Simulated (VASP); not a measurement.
# SiO2 (P4_12_12) in VASP: settings compared

The runs below take SiO2 through electric field gradients, with PBE, r2SCAN.

Program: VASP 6.6.1. These are calculated values, not measurements. Logs are shortened: lines on timing, memory, paths and dates and some standing lists are left out, and cuts for length are marked.

## (1) The cell of the first run

It takes space group P4_12_12 (No. 92, tetragonal). The conventional cell has a = 4.993 Å, b = 4.993 Å, c = 7.005 Å, α = 90.00°, β = 90.00°, γ = 90.00°. Within 2.1 Å of Si (site symmetry 2) lie 4 O at 1.60 Å. Within 2.1 Å of O (site symmetry 1) lie 2 Si at 1.60 Å.

## (2) Electric field gradients, PBE

File INCAR:

```
PREC = Accurate
ENCUT = 520
EDIFF = 1E-8
ISMEAR = -1
SIGMA = 0.02
LREAL = False
LASPH = True
NELM = 60
ALGO = Normal
ISIF = 2
LWAVE = False
LCHARG = False
GGA = PE
LEFG = True
NBANDS = 44
```

File KPOINTS:

```
Automatic mesh
0
Gamma
  5 5 3
```

File POSCAR:

```
SiO2
1.0
    4.9930000000      0.0000000000      0.0000000000
    0.0000000000      4.9930000000      0.0000000000
    0.0000000000      0.0000000000      7.0050000000
Si O
4 8
Direct
    0.2966500000      0.2966500000      0.0000000000
    0.2033500000      0.7966500000      0.2500000000
    0.7033500000      0.7033500000      0.5000000000
    0.7966500000      0.2033500000      0.7500000000
    0.2406000000      0.0966000000      0.1746800000
    0.4034000000      0.7406000000      0.4246800000
    0.7594000000      0.9034000000      0.6746800000
    0.5966000000      0.2594000000      0.9246800000
    0.7406000000      0.4034000000      0.5753200000
    0.9034000000      0.7594000000      0.3253200000
    0.2594000000      0.5966000000      0.0753200000
    0.0966000000      0.2406000000      0.8253200000
```

Potentials or basis: VASP PAW PBE potentials, release 64 (Si, O).

The run is started by

```console
cat potpaw_PBE.64/Si/POTCAR potpaw_PBE.64/O/POTCAR > POTCAR
mpirun -np 1 vasp_std > vasp.out
```

OUTCAR:

```text
PREC = Accurate
   ENCUT = 520
   EDIFF = 1E-8
   ISMEAR = -1
   LREAL = False
   LASPH = True
   NELM = 60
   ISIF = 2
   GGA = PE

 ion  position               nearest neighbor table
   1  0.297  0.297  0.000-   8 1.60  11 1.60   5 1.60  12 1.60   2 3.08   4 3.08   2 3.08   4 3.08

   2  0.203  0.797  0.250-   5 1.60  10 1.60   6 1.60  11 1.60   1 3.08   3 3.08   1 3.08   3 3.08

   3  0.703  0.703  0.500-   6 1.60   9 1.60   7 1.60  10 1.60   2 3.08   4 3.08   4 3.08   2 3.08

   4  0.797  0.203  0.750-   7 1.60  12 1.60   9 1.60   8 1.60   1 3.08   3 3.08   3 3.08   1 3.08

   5  0.241  0.097  0.175-   2 1.60   1 1.60
   6  0.403  0.741  0.425-   3 1.60   2 1.60
   7  0.759  0.903  0.675-   4 1.60   3 1.60
   8  0.597  0.259  0.925-   1 1.60   4 1.60
   9  0.741  0.403  0.575-   3 1.60   4 1.60
  10  0.903  0.759  0.325-   2 1.60   3 1.60
  11  0.259  0.597  0.075-   1 1.60   2 1.60
  12  0.097  0.241  0.825-   4 1.60   1 1.60

  LATTYP: Found a simple tetragonal cell.
 ALAT       =     4.9930000000
 C/A-ratio  =     1.4029641498

  Lattice vectors:

 A1 = (   4.9930000000,   0.0000000000,   0.0000000000)
 A2 = (   0.0000000000,   4.9930000000,   0.0000000000)
 A3 = (   0.0000000000,   0.0000000000,   7.0050000000)

Analysis of symmetry for initial positions (statically):
=====================================================================
 Subroutine PRICEL returns:
 Original cell was already a primitive cell.

 Routine SETGRP: Setting up the symmetry group for a
 simple tetragonal supercell.

 Subroutine GETGRP returns: Found  8 space group operations
 (whereof  2 operations were pure point group operations)
 out of a pool of 16 trial point group operations.

The static configuration has the point symmetry C_2 .
 The point group associated with its full space group is D_4 .

Analysis of symmetry for dynamics (positions and initial velocities):
=====================================================================
 Subroutine PRICEL returns:
 Original cell was already a primitive cell.

 Routine SETGRP: Setting up the symmetry group for a
 simple tetragonal supercell.

 Subroutine GETGRP returns: Found  8 space group operations
[... 742 lines left out ...]
  energy-cutoff  :      520.00
  volume of cell :      174.63
      direct lattice vectors                 reciprocal lattice vectors
     4.993000000  0.000000000  0.000000000     0.200280393  0.000000000  0.000000000
     0.000000000  4.993000000  0.000000000     0.000000000  0.200280393  0.000000000
     0.000000000  0.000000000  7.005000000     0.000000000  0.000000000  0.142755175

 POSITION                                       TOTAL-FORCE (eV/Angst)
 -----------------------------------------------------------------------------------
      1.48117      1.48117      0.00000        -0.110513     -0.110513     -0.000000
      1.01533      3.97767      1.75125         0.110513     -0.110513     -0.000000
      3.51183      3.51183      3.50250         0.110513      0.110513     -0.000000
      3.97767      1.01533      5.25375        -0.110513      0.110513     -0.000000
      1.20132      0.48232      1.22363        -0.026264      0.356844      0.302695
      2.01418      3.69782      2.97488        -0.356844     -0.026264      0.302695
      3.79168      4.51068      4.72613         0.026264     -0.356844      0.302695
      2.97882      1.29518      6.47738         0.356844      0.026264      0.302695
      3.69782      2.01418      4.03012        -0.026264     -0.356844     -0.302695
      4.51068      3.79168      2.27887        -0.356844      0.026264     -0.302695
      1.29518      2.97882      0.52762         0.026264      0.356844     -0.302695
      0.48232      1.20132      5.78137         0.356844     -0.026264     -0.302695
 -----------------------------------------------------------------------------------
    total drift:                               -0.000000      0.000000      0.000000

  FREE ENERGIE OF THE ION-ELECTRON SYSTEM (eV)
  ---------------------------------------------------
  free  energy   TOTEN  =       -94.7541234524 eV

  energy  without entropy=      -94.7541234524  energy(sigma->0) =      -94.75412345

 Electric field gradients (V/A^2)
---------------------------------------------------------------------
 ion       V_xx      V_yy      V_zz      V_xy      V_xz      V_yz
---------------------------------------------------------------------
   1      -0.287    -0.287     0.574     0.699     3.356    -3.356
   2      -0.287    -0.287     0.574    -0.699     3.356     3.356
   3      -0.287    -0.287     0.574     0.699    -3.356     3.356
   4      -0.287    -0.287     0.574    -0.699    -3.356    -3.356
   5     -45.602    42.475     3.127    16.480   -12.061   -57.963
   6      42.475   -45.602     3.127   -16.480    57.963   -12.061
   7     -45.602    42.475     3.127    16.480    12.061    57.963
   8      42.475   -45.602     3.127   -16.480   -57.963    12.061
   9     -45.602    42.475     3.127   -16.480    12.061   -57.963
  10      42.475   -45.602     3.127    16.480   -57.963   -12.061
  11     -45.602    42.475     3.127   -16.480   -12.061    57.963
  12      42.475   -45.602     3.127    16.480    57.963    12.061
---------------------------------------------------------------------

 Electric field gradients after diagonalization (V/A^2)
 (convention: |V_zz| > |V_xx| > |V_yy|)
----------------------------------------------------------------------
 ion       V_xx      V_yy      V_zz     asymmetry (V_yy - V_xx)/ V_zz
----------------------------------------------------------------------
   1       4.604     0.412    -5.016       0.836
   2       4.604     0.412    -5.016       0.836
   3       4.604     0.412    -5.016       0.836
   4       4.604     0.412    -5.016       0.836
   5     -48.747   -38.406    87.153       0.119
   6     -48.747   -38.406    87.153       0.119
   7     -48.747   -38.406    87.153       0.119
   8     -48.747   -38.406    87.153       0.119
   9     -48.747   -38.406    87.153       0.119
  10     -48.747   -38.406    87.153       0.119
  11     -48.747   -38.406    87.153       0.119
  12     -48.747   -38.406    87.153       0.119
----------------------------------------------------------------------

           NMR quadrupolar parameters

 Cq : quadrupolar parameter    Cq=e*Q*V_zz/h
 eta: asymmetry parameters     (V_yy - V_xx)/ V_zz
 Q  : nuclear electric quadrupole moment in mb (millibarn)
----------------------------------------------------------------------
 ion       Cq(MHz)       eta       Q (mb)
----------------------------------------------------------------------
   1      -0.012       0.836       1.000
   2      -0.012       0.836       1.000
   3      -0.012       0.836       1.000
   4      -0.012       0.836       1.000
   5       0.211       0.119       1.000
   6       0.211       0.119       1.000
   7       0.211       0.119       1.000
   8       0.211       0.119       1.000
   9       0.211       0.119       1.000
  10       0.211       0.119       1.000
  11       0.211       0.119       1.000
  12       0.211       0.119       1.000
----------------------------------------------------------------------
```

OSZICAR:

```text
N       E                     dE             d eps       ncg     rms          rms(c)
DAV:   1     0.408456854119E+03    0.40846E+03   -0.32669E+04  1056   0.132E+03
DAV:   2    -0.761534294269E+02   -0.48461E+03   -0.46813E+03  1352   0.314E+02
DAV:   3    -0.107714543054E+03   -0.31561E+02   -0.31417E+02  1272   0.848E+01
DAV:   4    -0.108131448392E+03   -0.41691E+00   -0.41612E+00  1336   0.107E+01
DAV:   5    -0.108138943167E+03   -0.74948E-02   -0.74915E-02  1284   0.140E+00    0.304E+01
DAV:   6    -0.947797221390E+02    0.13359E+02   -0.50333E+01  1228   0.328E+01    0.144E+01
DAV:   7    -0.947604114781E+02    0.19311E-01   -0.15581E+00  1248   0.512E+00    0.519E+00
DAV:   8    -0.947417392818E+02    0.18672E-01   -0.86390E-02  1296   0.175E+00    0.200E+00
DAV:   9    -0.947513355948E+02   -0.95963E-02   -0.45214E-02  1216   0.120E+00    0.363E-01
DAV:  10    -0.947540910165E+02   -0.27554E-02   -0.39351E-03  1156   0.304E-01    0.108E-01
DAV:  11    -0.947541029485E+02   -0.11932E-04   -0.91322E-04  1296   0.159E-01    0.160E-02
DAV:  12    -0.947541178367E+02   -0.14888E-04   -0.26385E-05  1216   0.267E-02    0.155E-02
DAV:  13    -0.947541228048E+02   -0.49681E-05   -0.59278E-06  1160   0.129E-02    0.512E-03
DAV:  14    -0.947541234515E+02   -0.64667E-06   -0.77997E-07  1304   0.472E-03    0.133E-03
DAV:  15    -0.947541234681E+02   -0.16596E-07   -0.38470E-08  1008   0.113E-03    0.511E-04
DAV:  16    -0.947541234547E+02    0.13344E-07   -0.34011E-09   936   0.310E-04    0.204E-04
DAV:  17    -0.947541234524E+02    0.23647E-08   -0.14268E-09   696   0.195E-04
   1 F= -.94754123E+02 E0= -.94754123E+02  d E =-.290617E-12
```

Run time: 2.9 min. Hardware: 1 thread of Intel Xeon 8259CL, shared host; peak memory 0.3 GiB.

Results:

- Free energy: -94.7541 eV
- Pressure: 7.7 GPa
- Largest force: 0.469 eV/Å
- Band gap on the k mesh: 5.77 eV
- Largest electric field gradient by atom: Si -5.0; O +87.2 V/Å²

Forces on the atoms (eV/Å):
```
Si  -0.111 -0.111  0.000
Si   0.111 -0.111  0.000
Si   0.111  0.111  0.000
Si  -0.111  0.111  0.000
O   -0.026  0.357  0.303
O   -0.357 -0.026  0.303
O    0.026 -0.357  0.303
O    0.357  0.026  0.303
O   -0.026 -0.357 -0.303
O   -0.357  0.026 -0.303
O    0.026  0.357 -0.303
O    0.357 -0.026 -0.303
```

Electric field gradients, principal values (V/Å²):
```csv
atom,least,middle,greatest (by size)
1 Si,0.412,4.604,-5.016
2 Si,0.412,4.604,-5.016
3 Si,0.412,4.604,-5.016
4 Si,0.412,4.604,-5.016
5 O,-38.406,-48.747,87.153
6 O,-38.406,-48.747,87.153
7 O,-38.406,-48.747,87.153
8 O,-38.406,-48.747,87.153
9 O,-38.406,-48.747,87.153
10 O,-38.406,-48.747,87.153
11 O,-38.406,-48.747,87.153
12 O,-38.406,-48.747,87.153
```

Caveat: the cell stands under pressure; without QUAD_EFG the Cq values of the log hold for a quadrupole moment of 1 mb, not for the nuclei; an odd mesh through Γ misses points on the zone boundary, where band edges can lie.

[end of part 1 of 3]
